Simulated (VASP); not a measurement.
# RbSbO3 (Pm-3m) in VASP: single point with LDA

Aim: the single point of RbSbO3 with LDA.

Program: VASP 6.6.1. These are calculated values, not measurements. Logs are shortened: lines on timing, memory, paths and dates and some standing lists are left out, and cuts for length are marked.

### 1 The cell of the first run

It takes space group Pm-3m (No. 221, cubic). The conventional cell has a = 4.091 Å, b = 4.091 Å, c = 4.091 Å, α = 90.00°, β = 90.00°, γ = 90.00°. Rb (site symmetry m-3m) has 12 O at 2.89 Å and 8 Sb at 3.54 Å within 3.8 Å. Within 2.7 Å of Sb (site symmetry m-3m) lie 6 O at 2.05 Å. O (site symmetry 4/mmm) has 2 Sb at 2.05 Å within 2.7 Å.

### 2 Single point, LDA

File INCAR:

```
PREC = Accurate
ENCUT = 520
EDIFF = 1E-6
ISMEAR = -1
SIGMA = 0.05
LREAL = F
LASPH = T
NELM = 60
ALGO = Normal
ISIF = 2
LWAVE = F
LCHARG = F
GGA = CA
NBANDS = 24
```

File KPOINTS:

```
Automatic mesh
0
Gamma
  5 5 5
  0.5 0.5 0.5
```

File POSCAR:

```
RbSbO3
1.0
    4.0905400000      0.0000000000      0.0000000000
    0.0000000000      4.0905400000      0.0000000000
    0.0000000000      0.0000000000      4.0905400000
Rb Sb O
1 1 3
Direct
    0.0000000000      0.0000000000      0.0000000000
    0.5000000000      0.5000000000      0.5000000000
    0.5000000000      0.5000000000      0.0000000000
    0.5000000000      0.0000000000      0.5000000000
    0.0000000000      0.5000000000      0.5000000000
```

Potentials or basis: VASP PAW LDA potentials, release 64 (Rb_sv, Sb, O).

On the command line:

```sh
$ cat potpaw_LDA.64/Rb_sv/POTCAR potpaw_LDA.64/Sb/POTCAR potpaw_LDA.64/O/POTCAR > POTCAR
$ mpirun -np 1 vasp_std > vasp.out
```

OUTCAR:

```text
PREC = Accurate
   ENCUT = 520
   EDIFF = 1E-6
   ISMEAR = -1
   LREAL = F
   LASPH = T
   NELM = 60
   ISIF = 2
   GGA = CA

 ion  position               nearest neighbor table
   1  0.000  0.000  0.000-   3 2.89   4 2.89   5 2.89   4 2.89   5 2.89   3 2.89   5 2.89   5 2.89
                             3 2.89   4 2.89   4 2.89   3 2.89   2 3.54   2 3.54   2 3.54   2 3.54
   2  0.500  0.500  0.500-   3 2.05   4 2.05   5 2.05   3 2.05   4 2.05   5 2.05   1 3.54   1 3.54
                             1 3.54   1 3.54   1 3.54   1 3.54   1 3.54   1 3.54
   3  0.500  0.500  0.000-   2 2.05   2 2.05   1 2.89   1 2.89   1 2.89   1 2.89
   4  0.500  0.000  0.500-   2 2.05   2 2.05   1 2.89   1 2.89   1 2.89   1 2.89
   5  0.000  0.500  0.500-   2 2.05   2 2.05   1 2.89   1 2.89   1 2.89   1 2.89

  LATTYP: Found a simple cubic cell.
 ALAT       =     4.0905400000

  Lattice vectors:

 A1 = (   4.0905400000,   0.0000000000,   0.0000000000)
 A2 = (   0.0000000000,   4.0905400000,   0.0000000000)
 A3 = (   0.0000000000,   0.0000000000,   4.0905400000)

Analysis of symmetry for initial positions (statically):
=====================================================================
 Subroutine PRICEL returns:
 Original cell was already a primitive cell.

 Routine SETGRP: Setting up the symmetry group for a
 simple cubic supercell.

 Subroutine GETGRP returns: Found 48 space group operations
 (whereof 48 operations were pure point group operations)
 out of a pool of 48 trial point group operations.

The static configuration has the point symmetry O_h .

Analysis of symmetry for dynamics (positions and initial velocities):
=====================================================================
 Subroutine PRICEL returns:
 Original cell was already a primitive cell.

 Routine SETGRP: Setting up the symmetry group for a
 simple cubic supercell.

 Subroutine GETGRP returns: Found 48 space group operations
 (whereof 48 operations were pure point group operations)
 out of a pool of 48 trial point group operations.

The dynamic configuration has the point symmetry O_h .

 Subroutine INISYM returns: Found 48 space group operations
 (whereof 48 operations are pure point group operations),
 and found     1 'primitive' translations

----------------------------------------------------------------------------------------

                                     Primitive cell

  volume of cell :      68.4450

  direct lattice vectors                    reciprocal lattice vectors
     4.090540000  0.000000000  0.000000000     0.244466501  0.000000000  0.000000000
     0.000000000  4.090540000  0.000000000     0.000000000  0.244466501  0.000000000
     0.000000000  0.000000000  4.090540000     0.000000000  0.000000000  0.244466501

  length of vectors
     4.090540000  4.090540000  4.090540000     0.244466501  0.244466501  0.244466501

  position of ions in fractional coordinates (direct lattice)
     0.000000000  0.000000000  0.000000000
     0.500000000  0.500000000  0.500000000
     0.500000000  0.500000000  0.000000000
     0.500000000  0.000000000  0.500000000
     0.000000000  0.500000000  0.500000000

  ion indices of the primitive-cell ions
   primitive index   ion index
                 1           1
                 2           2
                 3           3
                 4           4
                 5           5

----------------------------------------------------------------------------------------

 KPOINTS: Automatic mesh

Automatic generation of k-mesh.
 Grid dimensions read from file:
 generate k-points for:    5    5    5

 Generating k-lattice:

  Cartesian coordinates                     Fractional coordinates (reciprocal lattice)
     0.048893300  0.000000000  0.000000000     0.200000000  0.000000000  0.000000000
     0.000000000  0.048893300  0.000000000     0.000000000  0.200000000  0.000000000
     0.000000000  0.000000000  0.048893300     0.000000000  0.000000000  0.200000000

  Length of vectors
     0.048893300  0.048893300  0.048893300

  Shift w.r.t. Gamma in fractional coordinates (k-lattice)
     0.500000000  0.500000000  0.500000000

 Subroutine IBZKPT returns following result:
 ===========================================

 Found     10 irreducible k-points:

 Following reciprocal coordinates:
            Coordinates               Weight
  0.100000  0.100000  0.100000      8.000000
  0.300000  0.100000  0.100000     24.000000
  0.500000  0.100000  0.100000     12.000000
  0.300000  0.300000  0.100000     24.000000
  0.500000  0.300000  0.100000     24.000000
  0.500000  0.500000  0.100000      6.000000
  0.300000  0.300000  0.300000      8.000000
  0.500000  0.300000  0.300000     12.000000
  0.500000  0.500000  0.300000      6.000000
  0.500000  0.500000  0.500000      1.000000
   k-points           NKPTS =     10   k-points in BZ     NKDIM =     10   number of bands    NBANDS=     24
   number of dos      NEDOS =    301   number of ions     NIONS =      5
   total plane-waves  NPLWV =  27000
   dimension x,y,z NGX =    30 NGY =   30 NGZ =   30
   dimension x,y,z NGXF=    60 NGYF=   60 NGZF=   60
   ions per type =               1   1   3
   NGX,Y,Z   is equivalent  to a cutoff of  12.19, 12.19, 12.19 a.u.
   NGXF,Y,Z  is equivalent  to a cutoff of  24.38, 24.38, 24.38 a.u.
 SYSTEM =  unknown system
   PREC   = accura    normal or accurate (medium, high low for compatibility)
   ISTART =      0    job   : 0-new  1-cont  2-samecut
   ICHARG =      2    charge: 1-file 2-atom 10-const
   ISPIN  =      1    spin polarized calculation?
   LNONCOLLINEAR =      F non collinear calculations
   LSORBIT =      F    spin-orbit coupling
   LASPH  =      T    aspherical Exc in radial PAW
   ENCUT  =  520.0 eV  38.22 Ry    6.18 a.u.   7.61  7.61  7.61*2*pi/ulx,y,z
   NELM   =     60;   NELMIN=  2; NELMDL= -5     # of ELM steps
   EDIFF  = 0.1E-05   stopping-criterion for ELM
   LREAL  =      F    real-space projection
   EDIFFG = 0.1E-04   stopping-criterion for IOM
   NSW    =      0    number of steps for IOM
   IBRION =     -1    ionic relax: 0-MD 1-quasi-New 2-CG
   NFREE  =      0    steps in history (QN), initial steepest desc. (CG)
   ISIF   =      2    stress and relaxation
   ISYM   =      2    0-nonsym 1-usesym 2-fastsym
   POTIM  = 0.5000    time-step for ionic-motion
   TEBEG  =    0.0;   TEEND  =   0.0 temperature during run
   PSTRESS=    0.0 pullay stress
   NELECT =      32.0000    total number of electrons
   NUPDOWN=      -1.0000    fix difference up-down
   EMIN   =  10.00;   EMAX   =-10.00  energy-range for DOS
   EFERMI =   0.00;   METHOD = LEGACY
   ISMEAR =    -1;   SIGMA  =   0.05  broadening in eV -4-tet -1-fermi 0-gaus
   EFERMI_NEDOS =   21; number of points for ismear=-14 and -15
   IALGO  =     38    algorithm
   IMIX   =      4    mixing-type and parameters
     AMIX     =   0.40;   BMIX     =  1.00
     AMIX_MAG =   1.60;   BMIX_MAG =  1.00
  volume/ion in A,a.u.               =      13.69        92.38
  Fermi-wavevector in a.u.,A,eV,Ry     =   1.270606  2.401097 21.965779  1.614439
  Thomas-Fermi vector in A             =   2.403584
   LORBIT       =      0    0 simple, 1 ext, 2 COOP (PROOUT), +10 PAW based schemes
   GGA     = CA    functional components
   LHFCALC =     F    Hartree Fock is set to
   AEXX    =    0.0000 exact exchange contribution
   IVDW    =     0    specifies the selected vdW correction
   LEPSILON=     F    determine dielectric tensor
   LRPA    =     F    only Hartree local field effects (RPA)
 non-spin polarized calculation
  energy-cutoff  :      520.00
  volume of cell :       68.45
 maximum number of plane-waves:      1863
   NGX = 15   NGY = 15   NGZ = 15

 number of electron      31.9999978 magnetization

 Free energy of the ion-electron system (eV)
  ---------------------------------------------------
  ext. energy  EPLUGINS =         0.00000000
  ---------------------------------------------------
  free energy    TOTEN  =       -30.65876581 eV

  energy without entropy =      -30.64932535  energy(sigma->0) =      -30.65404558

 E-fermi :   3.2618     XC(G=0): -11.1521

 val. band max:        3.2493016362   @ k =   0.5000   0.5000   0.1000
 cond. band min:       3.2711746616   @ k =   0.5000   0.5000   0.3000
 fundamental gap:      0.0218730254
 Fermi energy:         3.2618430730

 k-point     1 :       0.1000    0.1000    0.1000
  band No.  band energies     occupation
      1     -20.0461      2.00000
      2     -14.9226      2.00000
      3     -12.5062      2.00000
      4     -12.5062      2.00000
      5      -4.5869      2.00000
      6      -4.5869      2.00000
[... 16 lines left out ...]
     23      12.7791      0.00000
     24      14.5077      0.00000

 k-point     2 :       0.3000    0.1000    0.1000
  band No.  band energies     occupation
      1     -20.0063      2.00000
      2     -14.7057      2.00000
      3     -13.0097      2.00000
      4     -12.4898      2.00000
      5      -4.4762      2.00000
      6      -4.4267      2.00000
[... 16 lines left out ...]
     23      13.0167      0.00000
     24      13.5955      0.00000

 k-point     3 :       0.5000    0.1000    0.1000
  band No.  band energies     occupation
      1     -19.9813      2.00000
      2     -14.4880      2.00000
      3     -13.3955      2.00000
      4     -12.4795      2.00000
      5      -4.5329      2.00000
      6      -4.3133      2.00000
[... 16 lines left out ...]
     23      14.0874      0.00000
     24      14.3613      0.00000
[... 136 lines left out ...]
 k-point     9 :       0.5000    0.5000    0.3000
  band No.  band energies     occupation
      1     -19.9229      2.00000
      2     -13.4931      2.00000
      3     -13.4136      2.00000
      4     -13.4136      2.00000
      5      -7.4261      2.00000
      6      -4.7654      2.00000
[... 16 lines left out ...]
     23      14.8066      0.00000
     24      14.8066      0.00000

 k-point    10 :       0.5000    0.5000    0.5000
  band No.  band energies     occupation
      1     -19.9123      2.00000
      2     -13.3893      2.00000
      3     -13.3893      2.00000
      4     -13.3893      2.00000
      5      -8.0257      2.00000
      6      -4.8986      2.00000
[... 16 lines left out ...]
     23      14.8047      0.00000
     24      14.8047      0.00000

------------------------ aborting loop because EDIFF is reached ----------------------------------------

  FORCE on cell =-STRESS in cart. coord.  units (eV):
  Direction    XX          YY          ZZ          XY          YZ          ZX
  --------------------------------------------------------------------------------------
  -------------------------------------------------------------------------------------
  Total       -3.3912705     -3.3912705     -3.3912705     -0.0000000      0.0000000     -0.0000000
  in kB      -79.3836535    -79.3836535    -79.3836535     -0.0000000      0.0000000     -0.0000000
  external PRESSURE =     -79.3836535 kB  Pullay stress =       0.0000000 kB

 VOLUME and BASIS-vectors are now :
 -----------------------------------------------------------------------------
  energy-cutoff  :      520.00
  volume of cell :       68.45
      direct lattice vectors                 reciprocal lattice vectors
     4.090540000  0.000000000  0.000000000     0.244466501  0.000000000  0.000000000
     0.000000000  4.090540000  0.000000000     0.000000000  0.244466501  0.000000000
     0.000000000  0.000000000  4.090540000     0.000000000  0.000000000  0.244466501

 POSITION                                       TOTAL-FORCE (eV/Angst)
 -----------------------------------------------------------------------------------
      0.00000      0.00000      0.00000         0.000000      0.000000      0.000000
      2.04527      2.04527      2.04527         0.000000      0.000000      0.000000
      2.04527      2.04527      0.00000         0.000000      0.000000      0.000000
      2.04527      0.00000      2.04527         0.000000      0.000000      0.000000
      0.00000      2.04527      2.04527         0.000000      0.000000      0.000000
 -----------------------------------------------------------------------------------
    total drift:                                0.000000      0.000000     -0.000000

  FREE ENERGIE OF THE ION-ELECTRON SYSTEM (eV)
  ---------------------------------------------------
  free  energy   TOTEN  =       -30.6587658098 eV

  energy  without entropy=      -30.6493253543  energy(sigma->0) =      -30.65404558
```

It took 8.1 s on 1 thread of Intel Xeon 6975P-C (Granite Rapids), shared host; peak memory 0.15 GiB.

Results:

- Free energy: -30.6588 eV
- Pressure: -7.9 GPa
- Band gap on the k mesh: zero (band 16 reaches 3.28 eV, above the bottom of band 17 at 2.98 eV)

Levels at points of the mesh, in eV from the Fermi level:
| k point | band 13 | band 14 | band 15 | band 16 | band 17 | band 18 | band 19 | band 20 |
| --- | --- | --- | --- | --- | --- | --- | --- | --- |
| (0.50, 0.50, 0.50) | -1.71 | 0.02 | 0.02 | 0.02 | 4.93 | 4.93 | 4.93 | 7.02 |

Caveat: spin-orbit coupling is left out, which moves the levels of the heavy elements.
